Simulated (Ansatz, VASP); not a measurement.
One calculation of Nb, two programs

INCAR

```
SYSTEM = Nb
  ALGO = Fast
  EDIFF = 1E-6
  ENCUT = 520
  GGA = PE
  ISIF = 2
  ISMEAR = 0
  LASPH = .TRUE.
  LCHARG = .TRUE.
  LELF = .TRUE.
  LREAL = .FALSE.
  LVHAR = .TRUE.
  LWAVE = .FALSE.
  NBANDS = 12
  NELM = 80
  PREC = Accurate
  SIGMA = 0.15
```

Contents of KPOINTS:

```
k-points
0
G
  20 20 20
  0 0 0
```

Contents of POSCAR:

```
Nb
1.0
   -1.6639500000      1.6639500000      1.8303450000
    1.6639500000     -1.6639500000      1.8303450000
    1.6639500000      1.6639500000     -1.8303450000
Nb
1
Direct
    0.0000000000      0.0000000000      0.0000000000
```

Input for Ansatz:

```yaml
crystal:
  lattice:
    - [-1.66395, 1.66395, 1.830345]
    - [1.66395, -1.66395, 1.830345]
    - [1.66395, 1.66395, -1.830345]
  atoms:
    - { symbol: Nb, position: [0.0, 0.0, 0.0] }
basis:
  ecutwfc: 420
kpoints:
  mp_grid: { grid: [20, 20, 20] }
hamiltonian:
  xc: pbe
scf:
  occupations: { method: gaussian, width: 0.15 }
output:
  forces: true
  stress: true
  eigenvalues: true
```

Change from the starting cell: strain +0.1000 x Voigt [0, 0, 1, 0, 0, 0], atoms carried along.

Alike in both runs: task single point; functional PBE; k mesh 20 × 20 × 20; occupations gaussian, width 0.15 eV; no spin polarisation.

|  | VASP | Ansatz |
| --- | --- | --- |
| version | VASP 6.6.1 | Ansatz 0.2.0 |
| potentials or method | VASP PAW PBE potentials, release 64 (Nb_sv), cutoff 520 eV | scalar-relativistic, plane waves, PAW |
| valence electrons in the cell | 13 | 13 |

Ansatz gave:

| Property | Result |
| --- | --- |
| gap on the k mesh at the Fermi level (eV) | none |
| pressure (GPa) | -14.7 |
| traceless stress, the component that is largest in VASP (GPa) | -5.28 |

Q: Which values does VASP return?

A: gap on the k mesh at the Fermi level (eV): none; pressure (GPa): -14.9; traceless stress, the component that is largest in VASP (GPa): -5.25.

A gap of «none» marks a metal or a gap that the smearing closes. The functional is the same, so the differences come from potentials, cutoffs and numerics.
